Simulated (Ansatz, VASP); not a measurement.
One calculation of Ir, two programs

```
Ir
1.0
     0.00000    2.06950    1.77336
     2.06950    0.00000    1.77336
     2.06950    2.06950    0.00000
Ir
1
Direct
  0.00000 0.00000 0.00000
```

Alike in both runs: task single point; functional PBE; k mesh 22 × 22 × 22; occupations gaussian, width 0.15 eV; no spin polarisation.

|  | VASP | Ansatz |
| --- | --- | --- |
| version | VASP 6.6.1 | Ansatz 0.2.0 |
| potentials or method | VASP PAW PBE potentials, release 64 (Ir), cutoff 520 eV | scalar-relativistic, plane waves, PAW |
| valence electrons in the cell | 9 | 17 |

```tsv
	VASP	Ansatz	Ansatz less VASP
gap on the k mesh at the Fermi level (eV)	none	none	-
pressure (GPa)	-9.9	-10.4	-0.44
traceless stress, the component that is largest in VASP (GPa)	25.12	25.31	+0.189
```

A gap of «none» marks a metal or a gap that the smearing closes. VASP's potentials hold 9 valence electrons a cell and Ansatz's 17, so a difference there can come from the potentials and not from the codes.

Spin-orbit coupling is off throughout.
